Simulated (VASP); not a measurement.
Write the native input for VASP 6.6.1 that does the following.

| Item | Value |
| --- | --- |
| Task | single point |
| Functional | PBE |
| Potentials or basis | VASP PAW PBE potentials, release 64 (Sr_sv, Al) |
| Cutoff | 520 eV |
| k mesh | 8 × 8 × 8 |
| Occupations | gaussian, width 0.05 eV |
| Spin | no spin polarisation |
| Dipole correction | no |
| Further INCAR settings | ALGO = Fast; EDIFF = 1e-06; NBANDS = 18 |

The structure of SrAl3 lies in POSCAR:

```
SrAl3
1.0
    4.4737020881      0.0000000000      0.0000000000
    0.0000000000      4.4737020881      0.0000000000
    0.0000000000      0.0000000000      4.5184391090
Sr Al
1 3
Direct
    0.0000000000      0.0000000000      0.0000000000
    0.0000000000      0.5000000000      0.5000000000
    0.5000000000      0.5000000000      0.0000000000
    0.5000000000      0.0000000000      0.5000000000
```

These files were run (other wordings do the same):

INCAR

```
ALGO     = Fast           # electronic algorithm
EDIFF    = 1E-6           # SCF threshold, eV
ENCUT    = 520            # plane-wave cutoff, eV
GGA      = PE             # functional
ISIF     = 2              # what is computed and relaxed
ISMEAR   = 0              # smearing method
LASPH    = True           # aspherical terms in the spheres
LCHARG   = False          # write CHGCAR
LREAL    = False          # projectors in reciprocal space
LWAVE    = False          # write WAVECAR
NBANDS   = 18             # bands
NELM     = 80             # most SCF steps
PREC     = Accurate       # precision mode
SIGMA    = 0.05           # smearing width, eV
```

KPOINTS

```
k-points
0
Gamma
  8 8 8
```

Potentials or basis: VASP PAW PBE potentials, release 64 (Sr_sv, Al).

The run is started by

```console
$ cat potpaw_PBE.64/Sr_sv/POTCAR potpaw_PBE.64/Al/POTCAR > POTCAR
$ mpirun -np 1 vasp_std > vasp.out
```

It gave:

* Pressure: -0.5 GPa

Run time: 2.5 min on 1 thread of Oxide Virtual Turin-like Processor (shared host), peak memory 0.25 GiB.
